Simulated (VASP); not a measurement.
# Hf3Ta2F (P-3m1) in VASP: relaxation of cell and atoms with PBE

Aim: the relaxation of cell and atoms of Hf3Ta2F with PBE.

All numbers are computed with VASP 6.6.1; they aren't measurements. Logs are shortened: lines on timing, memory, paths and dates and some standing lists are left out, and cuts for length are marked.

### 1 The cell of the first run

The structure is trigonal, space group P-3m1 (No. 164). Conventional cell: a = 3.125 Å, b = 3.125 Å, c = 13.195 Å, α = 90.00°, β = 90.00°, γ = 120.00°. Within 3.3 Å of Hf (site symmetry 3m) lie 3 F at 2.54 Å and 3 Ta at 2.98 Å and 6 Hf at 3.13 Å. Within 4.0 Å of Hf (site symmetry -3m) lie 6 Ta at 3.03 Å and 6 Hf at 3.13 Å. Within 3.9 Å of Ta (site symmetry 3m) lie 6 Hf at 2.98 to 3.03 Å and 6 Ta at 3.13 Å. Within 3.3 Å of F (site symmetry -3m) lie 6 Hf at 2.54 Å and 6 F at 3.13 Å.

The cell was generated, and may not be a known phase.

### 2 Relaxation of cell and atoms, PBE

Contents of INCAR:

```
SYSTEM = Hf3Ta2F
PREC = Accurate
ENCUT = 600
EDIFF = 1E-7
ISMEAR = 0
SIGMA = 0.1
LREAL = .False.
LASPH = .True.
NELM = 80
ALGO = Normal
ISIF = 3
LWAVE = .False.
LCHARG = .False.
GGA = PE
IBRION = 2
NSW = 100
EDIFFG = -0.01
```

Contents of KPOINTS:

```
Automatic mesh
0
Gamma
  12 12 4
  0 0 0
```

Contents of POSCAR:

```
Hf3Ta2F
1.0
    3.1250040018      0.0000000000      0.0000000000
   -1.5625020009      2.7063328525      0.0000000000
    0.0000000000      0.0000000000     13.1948283025
Hf Ta F
3 2 1
Direct
    0.3333333333      0.6666666667      0.1351846450
    0.0000000000      0.0000000000      0.5000000000
    0.6666666667      0.3333333333      0.8648153550
    0.3333333333      0.6666666667      0.6848312061
    0.6666666667      0.3333333333      0.3151687939
    0.0000000000      0.0000000000      0.0000000000
```

Potentials or basis: VASP PAW PBE potentials, release 64 (Hf_pv, Ta_pv, F).

Started as:

```bash
> cat potpaw_PBE.64/Hf_pv/POTCAR potpaw_PBE.64/Ta_pv/POTCAR potpaw_PBE.64/F/POTCAR > POTCAR
> mpirun -np 1 vasp_std > vasp.out
```

OUTCAR:

```text
SYSTEM = Hf3Ta2F
   PREC = Accurate
   ENCUT = 600
   EDIFF = 1E-7
   ISMEAR = 0
   LREAL = .False.
   LASPH = .True.
   NELM = 80
   ISIF = 3
   GGA = PE
   IBRION = 2
   NSW = 100
   EDIFFG = -0.01

 ion  position               nearest neighbor table
   1  0.333  0.667  0.135-   6 2.54   6 2.54   6 2.54   5 2.98   5 2.98   5 2.98
   2  0.000  0.000  0.500-   4 3.03   5 3.03   5 3.03   4 3.03   5 3.03   4 3.03
   3  0.667  0.333  0.865-   6 2.54   6 2.54   6 2.54   4 2.98   4 2.98   4 2.98
   4  0.333  0.667  0.685-   3 2.98   3 2.98   3 2.98   2 3.03   2 3.03   2 3.03
   5  0.667  0.333  0.315-   1 2.98   1 2.98   1 2.98   2 3.03   2 3.03   2 3.03
   6  0.000  0.000  0.000-   1 2.54   3 2.54   3 2.54   1 2.54   3 2.54   1 2.54

  LATTYP: Found a hexagonal cell.
 ALAT       =     3.1250040018
 C/A-ratio  =     4.2223396498

  Lattice vectors:

 A1 = (   3.1250040018,   0.0000000000,   0.0000000000)
 A2 = (  -1.5625020009,   2.7063328525,   0.0000000000)
 A3 = (   0.0000000000,   0.0000000000,  13.1948283025)

Analysis of symmetry for initial positions (statically):
=====================================================================
 Subroutine PRICEL returns:
 Original cell was already a primitive cell.

 Routine SETGRP: Setting up the symmetry group for a
 hexagonal supercell.

 Subroutine GETGRP returns: Found 12 space group operations
 (whereof 12 operations were pure point group operations)
 out of a pool of 24 trial point group operations.

The static configuration has the point symmetry D_3d.

Analysis of symmetry for dynamics (positions and initial velocities):
=====================================================================
 Subroutine PRICEL returns:
 Original cell was already a primitive cell.

 Routine SETGRP: Setting up the symmetry group for a
 hexagonal supercell.

 Subroutine GETGRP returns: Found 12 space group operations
 (whereof 12 operations were pure point group operations)
 out of a pool of 24 trial point group operations.

The dynamic configuration has the point symmetry D_3d.

 Subroutine INISYM returns: Found 12 space group operations
 (whereof 12 operations are pure point group operations),
 and found     1 'primitive' translations

----------------------------------------------------------------------------------------

                                     Primitive cell

  volume of cell :     111.5926

  direct lattice vectors                    reciprocal lattice vectors
     3.125004002  0.000000000  0.000000000     0.319999590  0.184751850  0.000000000
    -1.562502001  2.706332853  0.000000000     0.000000000  0.369503699  0.000000000
     0.000000000  0.000000000 13.194828302     0.000000000  0.000000000  0.075787269

  length of vectors
     3.125004002  3.125004002 13.194828302     0.369503699  0.369503699  0.075787269

  position of ions in fractional coordinates (direct lattice)
     0.333333333  0.666666667  0.135184645
     0.000000000  0.000000000  0.500000000
     0.666666667  0.333333333  0.864815355
     0.333333333  0.666666667  0.684831206
     0.666666667  0.333333333  0.315168794
     0.000000000  0.000000000  0.000000000

  ion indices of the primitive-cell ions
   primitive index   ion index
                 1           1
                 2           2
                 3           3
                 4           4
                 5           5
                 6           6

----------------------------------------------------------------------------------------

 KPOINTS: Automatic mesh

Automatic generation of k-mesh.
 Grid dimensions read from file:
 generate k-points for:   12   12    4

 Generating k-lattice:

  Cartesian coordinates                     Fractional coordinates (reciprocal lattice)
     0.026666633  0.015395987  0.000000000     0.083333333  0.000000000  0.000000000
     0.000000000  0.030791975  0.000000000     0.000000000  0.083333333  0.000000000
     0.000000000  0.000000000  0.018946817     0.000000000  0.000000000  0.250000000

  Length of vectors
     0.030791975  0.030791975  0.018946817

  Shift w.r.t. Gamma in fractional coordinates (k-lattice)
     0.000000000  0.000000000  0.000000000

 Subroutine IBZKPT returns following result:
 ===========================================

 Found     69 irreducible k-points:

 Following reciprocal coordinates:
            Coordinates               Weight
  0.000000  0.000000  0.000000      1.000000
  0.083333  0.000000  0.000000      6.000000
  0.166667  0.000000  0.000000      6.000000
  0.250000  0.000000  0.000000      6.000000
  0.333333  0.000000  0.000000      6.000000
  0.416667  0.000000  0.000000      6.000000
[... 16 lines left out ...]
  0.166667  0.000000  0.250000      6.000000
  0.000000  0.166667  0.250000      6.000000
 [... further k-points ...]
   k-points           NKPTS =     69   k-points in BZ     NKDIM =     69   number of bands    NBANDS=     35
   number of dos      NEDOS =    301   number of ions     NIONS =      6
   total plane-waves  NPLWV =  84672
   dimension x,y,z NGX =    28 NGY =   28 NGZ =  108
   dimension x,y,z NGXF=    56 NGYF=   56 NGZF=  216
   ions per type =               3   2   1
   NGX,Y,Z   is equivalent  to a cutoff of  14.90, 14.90, 13.61 a.u.
   NGXF,Y,Z  is equivalent  to a cutoff of  29.79, 29.79, 27.21 a.u.
 SYSTEM =  Hf3Ta2F
   PREC   = accura    normal or accurate (medium, high low for compatibility)
   ISTART =      0    job   : 0-new  1-cont  2-samecut
   ICHARG =      2    charge: 1-file 2-atom 10-const
   ISPIN  =      1    spin polarized calculation?
   LNONCOLLINEAR =      F non collinear calculations
   LSORBIT =      F    spin-orbit coupling
   LASPH  =      T    aspherical Exc in radial PAW
   ENCUT  =  600.0 eV  44.10 Ry    6.64 a.u.   6.24  6.24 26.35*2*pi/ulx,y,z
   NELM   =     80;   NELMIN=  2; NELMDL= -5     # of ELM steps
   EDIFF  = 0.1E-06   stopping-criterion for ELM
   LREAL  =      F    real-space projection
   EDIFFG = -.1E-01   stopping-criterion for IOM
   NSW    =    100    number of steps for IOM
   IBRION =      2    ionic relax: 0-MD 1-quasi-New 2-CG
   NFREE  =      1    steps in history (QN), initial steepest desc. (CG)
   ISIF   =      3    stress and relaxation
   ISYM   =      2    0-nonsym 1-usesym 2-fastsym
   POTIM  = 0.5000    time-step for ionic-motion
   TEBEG  =    0.0;   TEEND  =   0.0 temperature during run
   PSTRESS=    0.0 pullay stress
   NELECT =      59.0000    total number of electrons
   NUPDOWN=      -1.0000    fix difference up-down
   EMIN   =  10.00;   EMAX   =-10.00  energy-range for DOS
   EFERMI =   0.00;   METHOD = LEGACY
   ISMEAR =     0;   SIGMA  =   0.10  broadening in eV -4-tet -1-fermi 0-gaus
   EFERMI_NEDOS =   21; number of points for ismear=-14 and -15
   IALGO  =     38    algorithm
   IMIX   =      4    mixing-type and parameters
     AMIX     =   0.40;   BMIX     =  1.00
     AMIX_MAG =   1.60;   BMIX_MAG =  1.00
  volume/ion in A,a.u.               =      18.60       125.51
  Fermi-wavevector in a.u.,A,eV,Ry     =   1.323773  2.501569 23.842524  1.752376
  Thomas-Fermi vector in A             =   2.453357
   LORBIT       =      0    0 simple, 1 ext, 2 COOP (PROOUT), +10 PAW based schemes
   GGA     = PE    functional components
   LHFCALC =     F    Hartree Fock is set to
   AEXX    =    0.0000 exact exchange contribution
   IVDW    =     0    specifies the selected vdW correction
   LEPSILON=     F    determine dielectric tensor
   LRPA    =     F    only Hartree local field effects (RPA)
 conjugate gradient relaxation of ions
 non-spin polarized calculation
 Gauss-broadening in eV      SIGMA  =   0.10
  energy-cutoff  :      600.00
  volume of cell :      111.59
 maximum number of plane-waves:      3748
 NGX is ok and might be reduce to    28
   NGX = 13   NGY = 13   NGZ = 53

--------------------------------------- Ionic step        1  -------------------------------------------

 number of electron      58.9999993 magnetization

 Free energy of the ion-electron system (eV)
  ---------------------------------------------------
  ext. energy  EPLUGINS =         0.00000000
  ---------------------------------------------------
  free energy    TOTEN  =       -57.39413915 eV

  energy without entropy =      -57.36057545  energy(sigma->0) =      -57.37735730

------------------------ aborting loop because EDIFF is reached ----------------------------------------

  FORCE on cell =-STRESS in cart. coord.  units (eV):
  Direction    XX          YY          ZZ          XY          YZ          ZX
  --------------------------------------------------------------------------------------
  -------------------------------------------------------------------------------------
  Total       -0.3274211     -0.3274211      0.1329674      0.0000000      0.0000000     -0.0000000
  in kB       -4.7009069     -4.7009069      1.9090632      0.0000000      0.0000000     -0.0000000
  external PRESSURE =      -2.4975835 kB  Pullay stress =       0.0000000 kB
[... 101 lines left out ...]
  FREE ENERGIE OF THE ION-ELECTRON SYSTEM (eV)
  ---------------------------------------------------
  free  energy   TOTEN  =       -57.3974441155 eV

  energy  without entropy=      -57.3637372529  energy(sigma->0) =      -57.38059068

[... ionic steps 4 to 15 ...]

--------------------------------------- Ionic step       16  -------------------------------------------

 number of electron      58.9999993 magnetization

------------------------ aborting loop because EDIFF is reached ----------------------------------------

  FORCE on cell =-STRESS in cart. coord.  units (eV):
  Direction    XX          YY          ZZ          XY          YZ          ZX
  --------------------------------------------------------------------------------------
  -------------------------------------------------------------------------------------
  Total       -0.0148199     -0.0148199      0.0639544      0.0000000      0.0000000      0.0000000
  in kB       -0.2144491     -0.2144491      0.9254409      0.0000000      0.0000000      0.0000000
  external PRESSURE =       0.1655143 kB  Pullay stress =       0.0000000 kB
[... 65 lines left out ...]
  energy  without entropy=      -57.3822737912  energy(sigma->0) =      -57.39552301

--------------------------------------- Ionic step       18  -------------------------------------------

 number of electron      58.9999993 magnetization

 Free energy of the ion-electron system (eV)
  ---------------------------------------------------
  ext. energy  EPLUGINS =         0.00000000
  ---------------------------------------------------
  free energy    TOTEN  =       -57.40879776 eV

  energy without entropy =      -57.38225556  energy(sigma->0) =      -57.39552666

 E-fermi :   5.5912     XC(G=0): -11.7324

 val. band max:        5.5906901052   @ k =  -0.0833   0.4167   0.2500
 cond. band min:       5.5916456936   @ k =   0.4167   0.1667   0.0000
 fundamental gap:      0.0009555884
 Fermi energy:         5.5912148843

 k-point     1 :       0.0000    0.0000    0.0000
  band No.  band energies     occupation
      1     -28.8627      2.00000
      2     -28.8450      2.00000
      3     -28.5075      2.00000
      4     -28.5075      2.00000
      5     -28.5072      2.00000
      6     -28.5072      2.00000
[... 901 lines left out ...]
     34       6.5816      0.00000
     35       6.7063      0.00000

 [... further k-points ...]
[... 5 lines left out ...]
  --------------------------------------------------------------------------------------
  -------------------------------------------------------------------------------------
  Total       -0.0043560     -0.0043560      0.0408607      0.0000000      0.0000000      0.0000000
  in kB       -0.0630345     -0.0630345      0.5912870      0.0000000      0.0000000      0.0000000
  external PRESSURE =       0.1550727 kB  Pullay stress =       0.0000000 kB
[... 21 lines left out ...]
  FREE ENERGIE OF THE ION-ELECTRON SYSTEM (eV)
  ---------------------------------------------------
  free  energy   TOTEN  =       -57.4087977570 eV

  energy  without entropy=      -57.3822555594  energy(sigma->0) =      -57.39552666

 reached required accuracy - stopping structural energy minimisation
```

Run time: 55 min. Hardware: 1 thread of Intel Xeon Platinum 8488C (Sapphire Rapids), shared host; peak memory 0.53 GiB.

Results:

```
Free energy                           : -57.4088 eV
Relaxed volume                        : 18.45 Å³/atom
Relaxed cell                          : a = 3.140 Å, b = 3.140 Å, c = 12.964 Å, α = 90.00°, β = 90.00°, γ = 120.00°
Space group after relaxing (to 0.1 Å) : P-3m1 (No. 164)
Energy gained by relaxing             : 2.4 meV/atom
Ionic steps                           : 18
Pressure after relaxing               : 0.0 GPa
Band gap on the k mesh                : zero (an odd number of electrons rules out a gap without spin polarisation)
```

Step by step:
```
step  energy change (eV)  largest force (eV/Å)  pressure (GPa)  volume (Å³)
   1              0.0000                0.1140           -0.25       111.59
   2             -0.0029                0.1156            0.24       111.12
   3             -0.0033                0.1175            0.52       110.87
   4             -0.0049                0.0822            0.13       111.12
   5             -0.0051                0.0606           -0.11       111.27
   6             -0.0059                0.0528           -0.11       111.23
   7             -0.0078                0.0309           -0.09       111.11
   8             -0.0104                0.0856           -0.05       110.87
   9             -0.0085                0.2154            0.15       110.38
  10             -0.0110                0.1186           -0.01       110.74
  11             -0.0124                0.0946            0.09       110.65
  12             -0.0142                0.0163            0.42       110.40
  13             -0.0145                0.0068           -0.19       110.89
  14             -0.0146                0.0025            0.04       110.70
  15             -0.0146                0.0023            0.04       110.70
  16             -0.0146                0.0013            0.02       110.72
  17             -0.0146                0.0017            0.03       110.71
  18             -0.0147                0.0016            0.02       110.72
```

Final structure:
```
Hf Ta F
1.0
     3.14035    0.00000    0.00000
    -1.57017    2.71962    0.00000
     0.00000    0.00000   12.96381
Hf Ta F
3 2 1
Direct
  0.33333 0.66667 0.12851
  0.00000 0.00000 0.50000
  0.66667 0.33333 0.87149
  0.33333 0.66667 0.68903
  0.66667 0.33333 0.31097
  0.00000 0.00000 0.00000
```

Caveat: spin-orbit coupling is left out, which moves the levels of the heavy elements; an odd number of electrons without spin polarisation forces a metal; a magnetic or distorted state may lie lower.
